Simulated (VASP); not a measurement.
# GaAs (F-43m) in VASP: single point with r2SCAN

Aim: the single point of GaAs with r2SCAN.

Program: VASP 6.6.1. These are calculated values, not measurements. Logs are shortened: lines on timing, memory, paths and dates and some standing lists are left out, and cuts for length are marked.

**What was measured.**

From “Evidence of valence band perturbations in GaAsN/GaAs(001): A combined variable-angle spectroscopic ellipsometry and modulated photoreflectance investigation”, 2008, arxiv:0805.2212, for a bulk crystal of GaAs at 300 K: band gap 1.412 ± 0.01 eV (direct).

The results are compared with them further down.

### Step 1. The cell of the first run

It takes space group F-43m (No. 216, cubic). Conventional cell: a = 5.654 Å, b = 5.654 Å, c = 5.654 Å, α = 90.00°, β = 90.00°, γ = 90.00°. Ga (site symmetry -43m) has 4 As at 2.45 Å within 3.2 Å. As (site symmetry -43m) has 4 Ga at 2.45 Å within 3.2 Å.

### Step 2. Single point, r2SCAN

File POSCAR:

```
GaAs
1.0
    0.0000000000      2.8268500000      2.8268500000
    2.8268500000      0.0000000000      2.8268500000
    2.8268500000      2.8268500000      0.0000000000
Ga As
1 1
Direct
    0.0000000000      0.0000000000      0.0000000000
    0.7500000000      0.7500000000      0.7500000000
```

File INCAR.step1:

```
PREC = Accurate
ENCUT = 550
ISMEAR = 0
SIGMA = 0.01
LREAL = F
LASPH = T
NELM = 120
NBANDS = 16
GGA = PE
ALGO = Normal
EDIFF = 1E-5
LWAVE = T
LCHARG = F
GGA_COMPAT = F
```

File INCAR.step2:

```
PREC = Accurate
ENCUT = 550
EDIFF = 1E-6
ISMEAR = 0
SIGMA = 0.01
LREAL = F
LASPH = T
NELM = 120
ALGO = Normal
ISIF = 2
LWAVE = F
LCHARG = T
METAGGA = R2SCAN
LMIXTAU = T
LELF = T
LVHAR = T
NBANDS = 16
ISTART = 1
GGA_COMPAT = F
```

File KPOINTS:

```
regular mesh
0
Gamma
  8 8 8
```

Potentials or basis: VASP PAW PBE potentials, release 64 (Ga_d, As).

Run with:

```sh
$ cat potpaw_PBE.64/Ga_d/POTCAR potpaw_PBE.64/As/POTCAR > POTCAR
$ cp INCAR.step1 INCAR
$ mpirun -np 1 vasp_std > vasp.out
$ cp INCAR.step2 INCAR
$ mpirun -np 1 vasp_std > vasp.out
```

OUTCAR:

```text
PREC = Accurate
   ENCUT = 550
   EDIFF = 1E-6
   ISMEAR = 0
   LREAL = F
   LASPH = T
   NELM = 120
   ISIF = 2
   METAGGA = R2SCAN
   ISTART = 1

 ion  position               nearest neighbor table
   1  0.000  0.000  0.000-   2 2.45   2 2.45   2 2.45   2 2.45
   2  0.750  0.750  0.750-   1 2.45   1 2.45   1 2.45   1 2.45

  LATTYP: Found a face centered cubic cell.
 ALAT       =     5.6537000000

  Lattice vectors:

 A1 = (   0.0000000000,   2.8268500000,   2.8268500000)
 A2 = (   2.8268500000,   0.0000000000,   2.8268500000)
 A3 = (   2.8268500000,   2.8268500000,   0.0000000000)

Analysis of symmetry for initial positions (statically):
=====================================================================
 Subroutine PRICEL returns:
 Original cell was already a primitive cell.

 Routine SETGRP: Setting up the symmetry group for a
 face centered cubic supercell.

 Subroutine GETGRP returns: Found 24 space group operations
 (whereof 24 operations were pure point group operations)
 out of a pool of 48 trial point group operations.

The static configuration has the point symmetry T_d .

Analysis of symmetry for dynamics (positions and initial velocities):
=====================================================================
 Subroutine PRICEL returns:
 Original cell was already a primitive cell.

 Routine SETGRP: Setting up the symmetry group for a
 face centered cubic supercell.

 Subroutine GETGRP returns: Found 24 space group operations
 (whereof 24 operations were pure point group operations)
 out of a pool of 48 trial point group operations.

The dynamic configuration has the point symmetry T_d .

 Subroutine INISYM returns: Found 24 space group operations
 (whereof 24 operations are pure point group operations),
 and found     1 'primitive' translations

----------------------------------------------------------------------------------------

                                     Primitive cell

  volume of cell :      45.1792

  direct lattice vectors                    reciprocal lattice vectors
     0.000000000  2.826850000  2.826850000    -0.176875321  0.176875321  0.176875321
     2.826850000  0.000000000  2.826850000     0.176875321 -0.176875321  0.176875321
     2.826850000  2.826850000  0.000000000     0.176875321  0.176875321 -0.176875321

  length of vectors
     3.997769609  3.997769609  3.997769609     0.306357042  0.306357042  0.306357042

  position of ions in fractional coordinates (direct lattice)
     0.000000000  0.000000000  0.000000000
     0.750000000  0.750000000  0.750000000

  ion indices of the primitive-cell ions
   primitive index   ion index
                 1           1
                 2           2

----------------------------------------------------------------------------------------

 KPOINTS: regular mesh

Automatic generation of k-mesh.
 Grid dimensions read from file:
 generate k-points for:    8    8    8

 Generating k-lattice:

  Cartesian coordinates                     Fractional coordinates (reciprocal lattice)
    -0.022109415  0.022109415  0.022109415     0.125000000  0.000000000  0.000000000
     0.022109415 -0.022109415  0.022109415     0.000000000  0.125000000  0.000000000
     0.022109415  0.022109415 -0.022109415     0.000000000  0.000000000  0.125000000

  Length of vectors
     0.038294630  0.038294630  0.038294630

  Shift w.r.t. Gamma in fractional coordinates (k-lattice)
     0.000000000  0.000000000  0.000000000

 Subroutine IBZKPT returns following result:
 ===========================================

 Found     29 irreducible k-points:

 Following reciprocal coordinates:
            Coordinates               Weight
  0.000000  0.000000  0.000000      1.000000
  0.125000  0.000000  0.000000      8.000000
  0.250000  0.000000  0.000000      8.000000
  0.375000  0.000000  0.000000      8.000000
  0.500000  0.000000  0.000000      4.000000
  0.125000  0.125000  0.000000      6.000000
[... 16 lines left out ...]
  0.500000  0.250000  0.125000     48.000000
 -0.375000  0.250000  0.125000     24.000000
 [... further k-points ...]
   k-points           NKPTS =     29   k-points in BZ     NKDIM =     29   number of bands    NBANDS=     16
   number of dos      NEDOS =    301   number of ions     NIONS =      2
   total plane-waves  NPLWV =  32768
   dimension x,y,z NGX =    32 NGY =   32 NGZ =   32
   dimension x,y,z NGXF=    64 NGYF=   64 NGZF=   64
   ions per type =               1   1
   NGX,Y,Z   is equivalent  to a cutoff of  13.31, 13.31, 13.31 a.u.
   NGXF,Y,Z  is equivalent  to a cutoff of  26.61, 26.61, 26.61 a.u.
 SYSTEM =  unknown system
   PREC   = accura    normal or accurate (medium, high low for compatibility)
   ISTART =      1    job   : 0-new  1-cont  2-samecut
   ICHARG =      0    charge: 1-file 2-atom 10-const
   ISPIN  =      1    spin polarized calculation?
   LNONCOLLINEAR =      F non collinear calculations
   LSORBIT =      F    spin-orbit coupling
   LASPH  =      T    aspherical Exc in radial PAW
   ENCUT  =  550.0 eV  40.42 Ry    6.36 a.u.   7.64  7.64  7.64*2*pi/ulx,y,z
   NELM   =    120;   NELMIN=  2; NELMDL=  0     # of ELM steps
   EDIFF  = 0.1E-05   stopping-criterion for ELM
   LREAL  =      F    real-space projection
   EDIFFG = 0.1E-04   stopping-criterion for IOM
   NSW    =      0    number of steps for IOM
   IBRION =     -1    ionic relax: 0-MD 1-quasi-New 2-CG
   NFREE  =      0    steps in history (QN), initial steepest desc. (CG)
   ISIF   =      2    stress and relaxation
   ISYM   =      2    0-nonsym 1-usesym 2-fastsym
   POTIM  = 0.5000    time-step for ionic-motion
   TEBEG  =    0.0;   TEEND  =   0.0 temperature during run
   PSTRESS=    0.0 pullay stress
   NELECT =      18.0000    total number of electrons
   NUPDOWN=      -1.0000    fix difference up-down
   EMIN   =  10.00;   EMAX   =-10.00  energy-range for DOS
   EFERMI =   0.00;   METHOD = LEGACY
   ISMEAR =     0;   SIGMA  =   0.01  broadening in eV -4-tet -1-fermi 0-gaus
   EFERMI_NEDOS =   21; number of points for ismear=-14 and -15
   IALGO  =     38    algorithm
   IMIX   =      4    mixing-type and parameters
     AMIX     =   0.40;   BMIX     =  1.00
     AMIX_MAG =   1.60;   BMIX_MAG =  1.00
  volume/ion in A,a.u.               =      22.59       152.44
  Fermi-wavevector in a.u.,A,eV,Ry     =   1.204628  2.276417 19.743799  1.451128
  Thomas-Fermi vector in A             =   2.340347
   LORBIT       =      0    0 simple, 1 ext, 2 COOP (PROOUT), +10 PAW based schemes
   METAGGA = R2SCAN    functional components
   LHFCALC =     F    Hartree Fock is set to
   AEXX    =    0.0000 exact exchange contribution
   IVDW    =     0    specifies the selected vdW correction
   LEPSILON=     F    determine dielectric tensor
   LRPA    =     F    only Hartree local field effects (RPA)
 non-spin polarized calculation
 Gauss-broadening in eV      SIGMA  =   0.01
  energy-cutoff  :      550.00
  volume of cell :       45.18
 maximum number of plane-waves:      1363
   NGX = 15   NGY = 15   NGZ = 15

 number of electron      18.0000011 magnetization

 Free energy of the ion-electron system (eV)
  ---------------------------------------------------
  ext. energy  EPLUGINS =         0.00000000
  ---------------------------------------------------
  free energy    TOTEN  =       -27.05254587 eV

  energy without entropy =      -27.05254587  energy(sigma->0) =      -27.05254587

 E-fermi :   3.7231     XC(G=0): -10.2552

 val. band max:        3.6794310641   @ k =   0.0000   0.0000   0.0000
 cond. band min:       4.6757254963   @ k =   0.0000   0.0000   0.0000
 fundamental gap:      0.9962944322
 Fermi energy:         3.7231363644

 k-point     1 :       0.0000    0.0000    0.0000
  band No.  band energies     occupation
      1     -11.5569      2.00000
      2     -11.5569      2.00000
      3     -11.5569      2.00000
      4     -11.4670      2.00000
      5     -11.4670      2.00000
      6      -9.5310      2.00000
[... 8 lines left out ...]
     15      14.3105      0.00000
     16      14.3105      0.00000

 k-point     2 :       0.1250    0.0000    0.0000
  band No.  band energies     occupation
      1     -11.5723      2.00000
      2     -11.5531      2.00000
      3     -11.5531      2.00000
      4     -11.4672      2.00000
      5     -11.4672      2.00000
      6      -9.3384      2.00000
[... 8 lines left out ...]
     15      13.4710      0.00000
     16      13.4710      0.00000

 k-point     3 :       0.2500    0.0000    0.0000
  band No.  band energies     occupation
      1     -11.6054      2.00000
      2     -11.5447      2.00000
      3     -11.5447      2.00000
      4     -11.4667      2.00000
      5     -11.4667      2.00000
      6      -8.8023      2.00000
[... 8 lines left out ...]
     15      13.2340      0.00000
     16      13.2826      0.00000

 k-point     4 :       0.3750    0.0000    0.0000
  band No.  band energies     occupation
      1     -11.6342      2.00000
      2     -11.5379      2.00000
      3     -11.5379      2.00000
      4     -11.4646      2.00000
      5     -11.4646      2.00000
      6      -8.0864      2.00000
[... 8 lines left out ...]
     15      14.4625      0.00000
     16      14.4625      0.00000
[... 324 lines left out ...]
 k-point    22 :       0.3750    0.2500    0.1250
  band No.  band energies     occupation
      1     -11.6298      2.00000
      2     -11.5347      2.00000
      3     -11.5317      2.00000
      4     -11.4754      2.00000
      5     -11.4615      2.00000
      6      -8.3515      2.00000
[... 8 lines left out ...]
     15      15.2646      0.00000
     16      15.8108      0.00000

 k-point    23 :       0.5000    0.2500    0.1250
  band No.  band energies     occupation
      1     -11.6479      2.00000
      2     -11.5303      2.00000
      3     -11.5245      2.00000
      4     -11.4741      2.00000
      5     -11.4619      2.00000
      6      -7.6897      2.00000
[... 8 lines left out ...]
     15      15.1804      0.00000
     16      16.6809      0.00000

 k-point    24 :      -0.3750    0.2500    0.1250
  band No.  band energies     occupation
      1     -11.6547      2.00000
      2     -11.5292      2.00000
      3     -11.5218      2.00000
      4     -11.4717      2.00000
      5     -11.4633      2.00000
      6      -7.3204      2.00000
[... 8 lines left out ...]
     15      15.9822      0.00000
     16      16.5681      0.00000

 [... further k-points ...]
[... 5 lines left out ...]
  --------------------------------------------------------------------------------------
  -------------------------------------------------------------------------------------
  Total        0.1735392      0.1735392      0.1735392     -0.0000000     -0.0000000     -0.0000000
  in kB        6.1541749      6.1541749      6.1541749     -0.0000000     -0.0000000     -0.0000000
  external PRESSURE =       6.1541749 kB  Pullay stress =       0.0000000 kB

 VOLUME and BASIS-vectors are now :
 -----------------------------------------------------------------------------
  energy-cutoff  :      550.00
  volume of cell :       45.18
      direct lattice vectors                 reciprocal lattice vectors
     0.000000000  2.826850000  2.826850000    -0.176875321  0.176875321  0.176875321
     2.826850000  0.000000000  2.826850000     0.176875321 -0.176875321  0.176875321
     2.826850000  2.826850000  0.000000000     0.176875321  0.176875321 -0.176875321

 POSITION                                       TOTAL-FORCE (eV/Angst)
 -----------------------------------------------------------------------------------
      0.00000      0.00000      0.00000        -0.000000     -0.000000     -0.000000
      4.24027      4.24027      4.24027         0.000000      0.000000      0.000000
 -----------------------------------------------------------------------------------
    total drift:                                0.000001      0.000001      0.000000

  FREE ENERGIE OF THE ION-ELECTRON SYSTEM (eV)
  ---------------------------------------------------
  free  energy   TOTEN  =       -27.0525458651 eV

  energy  without entropy=      -27.0525458651  energy(sigma->0) =      -27.05254587
```

Run time: 2.8 min. Hardware: 1 thread of AMD EPYC 7R43 (Zen 3), shared host; peak memory 0.16 GiB.

What came out:

| Quantity | Value |
| --- | --- |
| Free energy | -27.0525 eV |
| Pressure | 0.6 GPa |
| Band gap on the k mesh | 1.00 eV |

Caveat: the PAW data sets were made with another functional, which shifts forces and pressure a little.

### Step 3. How close it comes

Step 2. Against the measured gap of GaAs, 1.412 eV (direct; 300 K; “Evidence of valence band perturbations in GaAsN/GaAs(001): A combined variable-angle spectroscopic ellipsometry and modulated photoreflectance investigation”, 2008, arxiv:0805.2212), the calculated 1.00 eV is off by -0.42 eV. 3 values of this kind are on record (1.412 to 1.51 eV); this one was drawn at random among those near their median, those with a stated uncertainty first. Spin-orbit coupling on As, Ga is left out. The value is that of r2SCAN on a finite k mesh, which can miss the band edges, without temperature or zero-point motion.
